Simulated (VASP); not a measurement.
# BiTe (R-3m) in VASP: notebook

BiTe is run at these levels: LDA; tasks: single point.

All numbers are computed with VASP 6.6.1; they aren't measurements. Logs are shortened: lines on timing, memory, paths and dates and some standing lists are left out, and cuts for length are marked.

### Step 1. The cell of the first run

The structure is trigonal, space group R-3m (No. 166). Conventional cell: a = 4.621 Å, b = 4.621 Å, c = 10.982 Å, α = 90.00°, β = 90.00°, γ = 120.00°. Within 4.3 Å of Bi (site symmetry -3m) lie 6 Te at 3.24 Å. Te (site symmetry -3m) has 6 Bi at 3.24 Å within 4.3 Å.

### Step 2. Single point, LDA (equal xy, yz and zx shear strains of -2 %)

Input file INCAR:

```
PREC = Accurate
ENCUT = 520
EDIFF = 1E-7
ISMEAR = -1
SIGMA = 0.08
LREAL = False
LASPH = True
NELM = 100
ALGO = Normal
ISIF = 2
LWAVE = False
LCHARG = False
NBANDS = 18
```

Input file KPOINTS:

```
Automatic mesh
0
Gamma
  10 10 10
```

Input file POSCAR:

```
BiTe
1.0
   -0.0647000000      3.2026500000      3.2026500000
    3.2026500000     -0.0647000000      3.2026500000
    3.2026500000      3.2026500000     -0.0647000000
Bi Te
1 1
Direct
    0.0000000000      0.0000000000      0.0000000000
    0.5000000000      0.5000000000      0.5000000000
```

Potentials or basis: VASP PAW LDA potentials, release 64 (Bi_d, Te).

The run is started by

```bash
cat potpaw_LDA.64/Bi_d/POTCAR potpaw_LDA.64/Te/POTCAR > POTCAR
mpirun -np 1 vasp_std > vasp.out
```

OUTCAR:

```text
PREC = Accurate
   ENCUT = 520
   EDIFF = 1E-7
   ISMEAR = -1
   LREAL = False
   LASPH = True
   NELM = 100
   ISIF = 2

 ion  position               nearest neighbor table
   1  0.000  0.000  0.000-   2 3.24   2 3.24   2 3.24   2 3.24   2 3.24   2 3.24
   2  0.500  0.500  0.500-   1 3.24   1 3.24   1 3.24   1 3.24   1 3.24   1 3.24

  LATTYP: Found a trigonal (rhomboedric) cell.
 ALAT       =     4.5296931612
 COS(alpha) =     0.4797000918

  Lattice vectors:

 A1 = (  -0.0647000000,   3.2026500000,   3.2026500000)
 A2 = (   3.2026500000,  -0.0647000000,   3.2026500000)
 A3 = (   3.2026500000,   3.2026500000,  -0.0647000000)

Analysis of symmetry for initial positions (statically):
=====================================================================
 Subroutine PRICEL returns:
 Original cell was already a primitive cell.

 Routine SETGRP: Setting up the symmetry group for a
 trigonal (rhombohedral) supercell.

 Subroutine GETGRP returns: Found 12 space group operations
 (whereof 12 operations were pure point group operations)
 out of a pool of 12 trial point group operations.

The static configuration has the point symmetry D_3d.

Analysis of symmetry for dynamics (positions and initial velocities):
=====================================================================
 Subroutine PRICEL returns:
 Original cell was already a primitive cell.

 Routine SETGRP: Setting up the symmetry group for a
 trigonal (rhombohedral) supercell.

 Subroutine GETGRP returns: Found 12 space group operations
 (whereof 12 operations were pure point group operations)
 out of a pool of 12 trial point group operations.

The dynamic configuration has the point symmetry D_3d.

 Subroutine INISYM returns: Found 12 space group operations
 (whereof 12 operations are pure point group operations),
 and found     1 'primitive' translations

----------------------------------------------------------------------------------------

                                     Primitive cell

  volume of cell :      67.6896

  direct lattice vectors                    reciprocal lattice vectors
    -0.064700000  3.202650000  3.202650000    -0.151467691  0.154590736  0.154590736
     3.202650000 -0.064700000  3.202650000     0.154590736 -0.151467691  0.154590736
     3.202650000  3.202650000 -0.064700000     0.154590736  0.154590736 -0.151467691

  length of vectors
     4.529693161  4.529693161  4.529693161     0.265968142  0.265968142  0.265968142

  position of ions in fractional coordinates (direct lattice)
[... 72 lines left out ...]
   ICHARG =      2    charge: 1-file 2-atom 10-const
   ISPIN  =      1    spin polarized calculation?
   LNONCOLLINEAR =      F non collinear calculations
   LSORBIT =      F    spin-orbit coupling
   LASPH  =      T    aspherical Exc in radial PAW
   ENCUT  =  520.0 eV  38.22 Ry    6.18 a.u.   8.42  8.42  8.42*2*pi/ulx,y,z
   NELM   =    100;   NELMIN=  2; NELMDL= -5     # of ELM steps
   EDIFF  = 0.1E-06   stopping-criterion for ELM
   LREAL  =      F    real-space projection
   EDIFFG = 0.1E-05   stopping-criterion for IOM
   NSW    =      0    number of steps for IOM
   IBRION =     -1    ionic relax: 0-MD 1-quasi-New 2-CG
   NFREE  =      0    steps in history (QN), initial steepest desc. (CG)
   ISIF   =      2    stress and relaxation
   ISYM   =      2    0-nonsym 1-usesym 2-fastsym
   POTIM  = 0.5000    time-step for ionic-motion
   TEBEG  =    0.0;   TEEND  =   0.0 temperature during run
   PSTRESS=    0.0 pullay stress
   NELECT =      21.0000    total number of electrons
   NUPDOWN=      -1.0000    fix difference up-down
   EMIN   =  10.00;   EMAX   =-10.00  energy-range for DOS
   EFERMI =   0.00;   METHOD = LEGACY
   ISMEAR =    -1;   SIGMA  =   0.08  broadening in eV -4-tet -1-fermi 0-gaus
   EFERMI_NEDOS =   21; number of points for ismear=-14 and -15
   IALGO  =     38    algorithm
   IMIX   =      4    mixing-type and parameters
     AMIX     =   0.40;   BMIX     =  1.00
     AMIX_MAG =   1.60;   BMIX_MAG =  1.00
  volume/ion in A,a.u.               =      33.84       228.40
  Fermi-wavevector in a.u.,A,eV,Ry     =   1.108258  2.094303 16.711149  1.228235
  Thomas-Fermi vector in A             =   2.244782
   LORBIT       =      0    0 simple, 1 ext, 2 COOP (PROOUT), +10 PAW based schemes
   GGA     = CA    functional components
   LHFCALC =     F    Hartree Fock is set to
   AEXX    =    0.0000 exact exchange contribution
   IVDW    =     0    specifies the selected vdW correction
   LEPSILON=     F    determine dielectric tensor
   LRPA    =     F    only Hartree local field effects (RPA)
 non-spin polarized calculation
  energy-cutoff  :      520.00
  volume of cell :       67.69
 maximum number of plane-waves:      1845
 NGX is ok and might be reduce to    36
   NGX = 17   NGY = 17   NGZ = 17

 number of electron      20.9999999 magnetization

 Free energy of the ion-electron system (eV)
  ---------------------------------------------------
  ext. energy  EPLUGINS =         0.00000000
  ---------------------------------------------------
  free energy    TOTEN  =        -8.50291676 eV

  energy without entropy =       -8.47288476  energy(sigma->0) =       -8.48790076

 E-fermi :   6.4262     XC(G=0):  -9.6777

 val. band max:        6.4242509398   @ k =  -0.3000   0.2000   0.0000
 cond. band min:       6.4269932145   @ k =  -0.1000   0.1000   0.1000
 fundamental gap:      0.0027422748
 Fermi energy:         6.4261724152

 k-point     1 :       0.0000    0.0000    0.0000
  band No.  band energies     occupation
      1     -16.6394      2.00000
      2     -16.6394      2.00000
      3     -16.6330      2.00000
      4     -16.6330      2.00000
      5     -16.6276      2.00000
      6      -7.0927      2.00000
[... 481 lines left out ...]
      5     -16.6209      2.00000
      6      -5.7848      2.00000
[... 10 lines left out ...]
     17      15.2380      0.00000
     18      15.6155      0.00000

 [... further k-points ...]
[... 5 lines left out ...]
  --------------------------------------------------------------------------------------
  -------------------------------------------------------------------------------------
  Total       -1.1624477     -1.1624477     -1.1624477      0.0073929      0.0073929      0.0073929
  in kB      -27.5145452    -27.5145452    -27.5145452      0.1749864      0.1749864      0.1749864
  external PRESSURE =     -27.5145452 kB  Pullay stress =       0.0000000 kB

 VOLUME and BASIS-vectors are now :
 -----------------------------------------------------------------------------
  energy-cutoff  :      520.00
  volume of cell :       67.69
      direct lattice vectors                 reciprocal lattice vectors
    -0.064700000  3.202650000  3.202650000    -0.151467691  0.154590736  0.154590736
     3.202650000 -0.064700000  3.202650000     0.154590736 -0.151467691  0.154590736
     3.202650000  3.202650000 -0.064700000     0.154590736  0.154590736 -0.151467691

 POSITION                                       TOTAL-FORCE (eV/Angst)
 -----------------------------------------------------------------------------------
      0.00000      0.00000      0.00000         0.000000     -0.000000     -0.000000
      3.17030      3.17030      3.17030         0.000000      0.000000      0.000000
 -----------------------------------------------------------------------------------
    total drift:                               -0.000000      0.000000      0.000000

  FREE ENERGIE OF THE ION-ELECTRON SYSTEM (eV)
  ---------------------------------------------------
  free  energy   TOTEN  =        -8.5029167592 eV

  energy  without entropy=       -8.4728847569  energy(sigma->0) =       -8.48790076
```

OSZICAR:

```text
N       E                     dE             d eps       ncg     rms          rms(c)
DAV:   1     0.160614739552E+03    0.16061E+03   -0.98199E+03  4176   0.112E+03
DAV:   2     0.392471367284E+01   -0.15669E+03   -0.15273E+03  4478   0.306E+02
DAV:   3    -0.817747001701E+01   -0.12102E+02   -0.11940E+02  5068   0.895E+01
DAV:   4    -0.852178862576E+01   -0.34432E+00   -0.34376E+00  5070   0.163E+01
DAV:   5    -0.853675770913E+01   -0.14969E-01   -0.14968E-01  5788   0.323E+00    0.628E+00
DAV:   6    -0.850478236917E+01    0.31975E-01   -0.88705E-02  6026   0.188E+00    0.390E+00
DAV:   7    -0.850345919509E+01    0.13232E-02   -0.20634E-02  4864   0.779E-01    0.549E-01
DAV:   8    -0.850289260588E+01    0.56659E-03   -0.34762E-03  5300   0.409E-01    0.903E-02
DAV:   9    -0.850291761278E+01   -0.25007E-04   -0.35179E-04  4638   0.108E-01    0.470E-02
DAV:  10    -0.850291721639E+01    0.39639E-06   -0.14818E-05  5426   0.217E-02    0.278E-02
DAV:  11    -0.850291691942E+01    0.29697E-06   -0.41906E-06  5630   0.107E-02    0.672E-03
DAV:  12    -0.850291675911E+01    0.16031E-06   -0.67268E-07  5322   0.675E-03    0.725E-04
DAV:  13    -0.850291675923E+01   -0.12278E-09   -0.74286E-08  2466   0.176E-03
   1 F= -.85029168E+01 E0= -.84879008E+01  d E =-.300320E-01
```

It took 93 s on 1 thread of Intel Xeon 6975P-C (Granite Rapids), shared host; peak memory 0.28 GiB.

Results:

```yaml
Free_energy: -8.5029 eV
Pressure: -2.8 GPa
```

Caveat: the cell differs from its parent crystal (equal xy, yz and zx shear strains of -2 %); spin-orbit coupling is left out, which moves the levels of the heavy elements.

### Step 3. Single point, LDA (equal xy, yz and zx shear strains of -1 %)

Input file INCAR:

```
SYSTEM = BiTe
ALGO = Normal
EDIFF = 1E-6
ENCUT = 520
ISIF = 2
ISMEAR = -1
LASPH = .True.
LCHARG = .False.
LREAL = .False.
LWAVE = .False.
NBANDS = 18
NELM = 60
PREC = Accurate
SIGMA = 0.08
```

Input file KPOINTS:

```
k-points
0
Gamma
  10 10 10
  0 0 0
```

Input file POSCAR:

```
BiTe
1.0
   -0.0323500000      3.2188250000      3.2188250000
    3.2188250000     -0.0323500000      3.2188250000
    3.2188250000      3.2188250000     -0.0323500000
Bi Te
1 1
Direct
    0.0000000000      0.0000000000      0.0000000000
    0.5000000000      0.5000000000      0.5000000000
```

Potentials or basis: VASP PAW LDA potentials, release 64 (Bi_d, Te).

The run is started by

```bash
cat potpaw_LDA.64/Bi_d/POTCAR potpaw_LDA.64/Te/POTCAR > POTCAR
mpirun -np 1 vasp_std > vasp.out
```

OUTCAR:

```text
SYSTEM = BiTe
   EDIFF = 1E-6
   ENCUT = 520
   ISIF = 2
   ISMEAR = -1
   LASPH = .True.
   LREAL = .False.
   NELM = 60
   PREC = Accurate

 ion  position               nearest neighbor table
   1  0.000  0.000  0.000-   2 3.24   2 3.24   2 3.24   2 3.24   2 3.24   2 3.24
   2  0.500  0.500  0.500-   1 3.24   1 3.24   1 3.24   1 3.24   1 3.24   1 3.24

  LATTYP: Found a trigonal (rhomboedric) cell.
 ALAT       =     4.5522209177
 COS(alpha) =     0.4899250057

  Lattice vectors:

 A1 = (  -0.0323500000,   3.2188250000,   3.2188250000)
 A2 = (   3.2188250000,  -0.0323500000,   3.2188250000)
 A3 = (   3.2188250000,   3.2188250000,  -0.0323500000)

Analysis of symmetry for initial positions (statically):
=====================================================================
 Subroutine PRICEL returns:
 Original cell was already a primitive cell.

 Routine SETGRP: Setting up the symmetry group for a
 trigonal (rhombohedral) supercell.

 Subroutine GETGRP returns: Found 12 space group operations
 (whereof 12 operations were pure point group operations)
 out of a pool of 12 trial point group operations.
[... 159 lines left out ...]
  free energy    TOTEN  =        -8.50276515 eV

  energy without entropy =       -8.47246550  energy(sigma->0) =       -8.48761532

 E-fermi :   6.4222     XC(G=0):  -9.6763

 val. band max:        6.4148296148   @ k =   0.2000   0.2000   0.0000
 cond. band min:       6.4229805856   @ k =   0.3000   0.3000   0.3000
 fundamental gap:      0.0081509708
 Fermi energy:         6.4221868544

 k-point     1 :       0.0000    0.0000    0.0000
  band No.  band energies     occupation
      1     -16.6394      2.00000
      2     -16.6394      2.00000
      3     -16.6330      2.00000
      4     -16.6330      2.00000
      5     -16.6301      2.00000
      6      -7.0949      2.00000
[... 481 lines left out ...]
      5     -16.6227      2.00000
      6      -5.7873      2.00000
[... 10 lines left out ...]
     17      15.3085      0.00000
     18      15.5281      0.00000

 [... further k-points ...]

------------------------ aborting loop because EDIFF is reached ----------------------------------------

  FORCE on cell =-STRESS in cart. coord.  units (eV):
  Direction    XX          YY          ZZ          XY          YZ          ZX
  --------------------------------------------------------------------------------------
  -------------------------------------------------------------------------------------
  Total       -1.1639449     -1.1639449     -1.1639449      0.0016987      0.0016987      0.0016987
  in kB      -27.5437358    -27.5437358    -27.5437358      0.0401973      0.0401973      0.0401973
  external PRESSURE =     -27.5437358 kB  Pullay stress =       0.0000000 kB

 VOLUME and BASIS-vectors are now :
 -----------------------------------------------------------------------------
  energy-cutoff  :      520.00
  volume of cell :       67.70
      direct lattice vectors                 reciprocal lattice vectors
    -0.032350000  3.218825000  3.218825000    -0.153013833  0.154567273  0.154567273
     3.218825000 -0.032350000  3.218825000     0.154567273 -0.153013833  0.154567273
     3.218825000  3.218825000 -0.032350000     0.154567273  0.154567273 -0.153013833

 POSITION                                       TOTAL-FORCE (eV/Angst)
 -----------------------------------------------------------------------------------
      0.00000      0.00000      0.00000        -0.000000      0.000000     -0.000000
      3.20265      3.20265      3.20265         0.000000     -0.000000      0.000000
 -----------------------------------------------------------------------------------
    total drift:                               -0.000000      0.000000      0.000000

  FREE ENERGIE OF THE ION-ELECTRON SYSTEM (eV)
  ---------------------------------------------------
  free  energy   TOTEN  =        -8.5027651499 eV

  energy  without entropy=       -8.4724654976  energy(sigma->0) =       -8.48761532
```

stdout:

```text
POSCAR found type information on POSCAR BiTe
 POSCAR found :  2 types and       2 ions
 scaLAPACK will be used
 LDA part: xc-table for (Slater(with rela. corr.)+CA(PZ))
 , standard interpolation
 POSCAR, INCAR and KPOINTS ok, starting setup
 FFT: planning ... GRIDC
 FFT: planning ... GRID_SOFT
 FFT: planning ... GRID
 WAVECAR not read
 entering main loop
```

It took 77 s on 1 thread of Intel Xeon 6975P-C (Granite Rapids), shared host; peak memory 0.27 GiB.

What came out:

```yaml
Free_energy: -8.5028 eV
Pressure: -2.8 GPa
```

Levels at points of the mesh, in eV from the Fermi level:
```tsv
k point	band 7	band 8	band 9	band 10	band 11	band 12	band 13	band 14
(0.00, 0.00, 0.00)	-8.16	-2.55	-2.55	-2.42	2.10	2.15	2.15	4.64
(0.50, 0.00, 0.00)	-11.26	-1.88	-1.84	-1.55	-0.84	-0.63	-0.57	7.26
(0.50, 0.50, 0.00)	-9.96	-5.63	-4.03	-3.93	2.25	3.54	3.58	4.91
(0.50, 0.50, 0.50)	-11.22	-1.92	-1.92	-1.63	-0.92	-0.68	-0.68	7.33
```

Caveat: the cell differs from its parent crystal (equal xy, yz and zx shear strains of -1 %); spin-orbit coupling is left out, which moves the levels of the heavy elements.

(Continued in part 2 of 2.)
